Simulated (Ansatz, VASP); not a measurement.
# One calculation of CsPbBr3, two programs

File INCAR:

```
PREC = Accurate
ENCUT = 520
EDIFF = 1E-6
ISMEAR = -1
SIGMA = 0.02
LREAL = F
LASPH = T
NELM = 80
ALGO = Normal
ISIF = 2
LWAVE = F
LCHARG = T
GGA = PE
LELF = T
LVHAR = T
NBANDS = 30
```

The input KPOINTS:

```
regular mesh
0
Gamma
  4 4 4
```

Contents of POSCAR:

```
CsPbBr3
1.0
    5.9429613195      0.0000000000      0.0000000000
    0.0000000000      5.9429613195      0.0000000000
    0.0000000000      0.0000000000      5.9429613195
Cs Pb Br
1 1 3
Direct
    0.0000000000      0.0000000000      0.0000000000
    0.5000000000      0.5000000000      0.5000000000
    0.5000000000      0.5000000000      0.0000000000
    0.5000000000      0.0000000000      0.5000000000
    0.0000000000      0.5000000000      0.5000000000
```

Input for Ansatz:

```yaml
crystal:
  lattice:
    - [5.9429613195, 0.0, 0.0]
    - [0.0, 5.9429613195, 0.0]
    - [0.0, 0.0, 5.9429613195]
  atoms:
    - { symbol: Cs, position: [0.0, 0.0, 0.0] }
    - { symbol: Pb, position: [0.5, 0.5, 0.5] }
    - { symbol: Br, position: [0.5, 0.5, 0.0] }
    - { symbol: Br, position: [0.5, 0.0, 0.5] }
    - { symbol: Br, position: [0.0, 0.5, 0.5] }
kpoints:
  mp_grid: { grid: [4, 4, 4] }
  band_path:
    path: [[0.0, 0.0, 0.0], [0.0, 0.5, 0.0], [0.5, 0.5, 0.0], [0.5, 0.5, 0.5]]
    npoints: 1
hamiltonian:
  xc: pbe
scf:
  occupations: { method: fermi_dirac, width: 0.02 }
  n_extra_bands: 5
output:
  forces: true
  stress: true
  eigenvalues: true
```

Alike in both runs: task single point; functional PBE; k mesh 4 × 4 × 4; occupations fermi-dirac, width 0.02 eV; no spin polarisation.

|  | VASP | Ansatz |
| --- | --- | --- |
| version | VASP 6.6.1 | Ansatz 0.2.0 |
| potentials or method | VASP PAW PBE potentials, release 64 (Cs_sv, Pb_d, Br) | plane waves, PAW |
| plane-wave cutoff (eV) | 520 | 420 |
| valence electrons in the cell | 44 | 44 |

|  | VASP | Ansatz | Ansatz less VASP |
| --- | --- | --- | --- |
| gap on the k mesh at the Fermi level (eV) | 1.67 | 1.67 | -0.006 |
| pressure (GPa) | 0.7 | 0.7 | +0.01 |

Spin-orbit coupling is off throughout.
